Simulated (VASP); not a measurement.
Here is a VASP 6.6.1 calculation.

File INCAR:

```
SYSTEM = Mg8HO8
PREC     = Accurate       ! precision mode
ENCUT    = 520            ! plane-wave cutoff, eV
EDIFF    = 1E-7           ! SCF threshold, eV
ISMEAR   = 0              ! smearing method
SIGMA    = 0.02           ! smearing width, eV
LREAL    = Auto         
LASPH    = .True.         ! aspherical terms in the spheres
NELM     = 100            ! most SCF steps
ALGO     = Normal         ! electronic algorithm
ISIF     = 2              ! what is computed and relaxed
LWAVE    = .False.        ! write WAVECAR
LCHARG   = .True.         ! write CHGCAR
GGA      = PE             ! functional
LELF     = .True.         ! ELF
LVHAR    = .True.       
NBANDS   = 46             ! bands
NELECT   = 64.0
```

The input KPOINTS:

```
Automatic mesh
0
Gamma
  3 3 3
  0 0 0
```

File POSCAR:

```
Mg8HO8
1.0
    0.0000000000      4.2202000000      4.2202000000
    4.2202000000      0.0000000000      4.2202000000
    4.2202000000      4.2202000000      0.0000000000
Mg O H
8 8 1
Direct
   -0.0080762760      0.0181160845     -0.0095039335
   -0.0345972940      0.0295032226      0.5143624710
   -0.0037851287      0.5096770295     -0.0058236576
   -0.0088959054      0.5077881380      0.5014313303
    0.5144320174      0.0277067438     -0.0331098052
    0.4935061135      0.0091250415      0.4920128193
    0.5029407374      0.5076836406     -0.0104361168
    0.5079412113      0.4935753045      0.5060507796
    0.2451690678      0.2519659021      0.2441499218
    0.2481919103      0.2602453675      0.7424066395
    0.2441719587      0.7590904460      0.2427883750
    0.2438013601      0.7610905881      0.7404745036
    0.7438046775      0.2605280555      0.2466054926
    0.7466740913      0.2670058291      0.7463046775
    0.7434030378      0.7606612246      0.2423092507
    0.7444564239      0.7636562248      0.7433422587
    0.2965873655     -0.1523264300      0.3018577319
```

Potentials or basis: VASP PAW PBE potentials, release 64 (Mg, O, H).

Run with:

```bash
$ cat potpaw_PBE.64/Mg/POTCAR potpaw_PBE.64/O/POTCAR potpaw_PBE.64/H/POTCAR > POTCAR
$ mpirun -np 1 vasp_std > vasp.out
```

(1) Estimate the largest force.

## Answers

(1) 0.219 eV/Å.

Caveat: the k points lie up to 0.43 Å⁻¹ apart; the cell carries a net charge on a neutralising background, which shifts energy and pressure.
